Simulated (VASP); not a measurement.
Input of a VASP 6.6.1 run:

File POSCAR:

```
TiAl
1.0
    2.7255471601      0.0000000000      0.0000000000
    0.0000000000      2.7255471601      0.0000000000
    0.0000000000      0.0000000000      4.1801881607
Ti Al
1 1
Direct
    0.5000000000      0.5000000000      0.5000000000
    0.0000000000      0.0000000000      0.0000000000
```

Contents of INCAR.step1:

```
PREC = Accurate
ENCUT = 520
ISMEAR = 0
SIGMA = 0.1
LREAL = False
LASPH = True
NELM = 60
NBANDS = 14
GGA = PE
ALGO = Normal
EDIFF = 1E-4
LWAVE = True
LCHARG = False
```

Contents of INCAR.step2:

```
PREC = Accurate
ENCUT = 520
EDIFF = 1E-7
ISMEAR = 0
SIGMA = 0.1
LREAL = False
LASPH = True
NELM = 60
ALGO = Normal
ISIF = 2
LWAVE = False
LCHARG = False
METAGGA = R2SCAN
LMIXTAU = True
NBANDS = 14
ISTART = 1
```

The input KPOINTS:

```
regular mesh
0
Gamma
  18 18 14
```

Potentials or basis: VASP PAW PBE potentials, release 64 (Ti_sv, Al).

The run is started by

```bash
$ cat potpaw_PBE.64/Ti_sv/POTCAR potpaw_PBE.64/Al/POTCAR > POTCAR
$ cp INCAR.step1 INCAR
$ mpirun -np 1 vasp_std > vasp.out
$ cp INCAR.step2 INCAR
$ mpirun -np 1 vasp_std > vasp.out
```

Problem. What does it give for the band gap on the k mesh?

Solution. Zero (an odd number of electrons rules out a gap without spin polarisation).

Problem. Estimate the pressure.

Solution. 4.5 GPa.

Stress tensor (GPa, compression positive):
```
6.72 0.00 0.00
0.00 6.72 0.00
0.00 0.00 0.14
```

Caveat: the cell differs from its parent crystal (biaxial strain in the a-b plane: -3.0 %, then relaxed in part); the stress differs along the axes, from 0 to 7 GPa; the PAW data sets were made with another functional, which shifts forces and pressure a little.
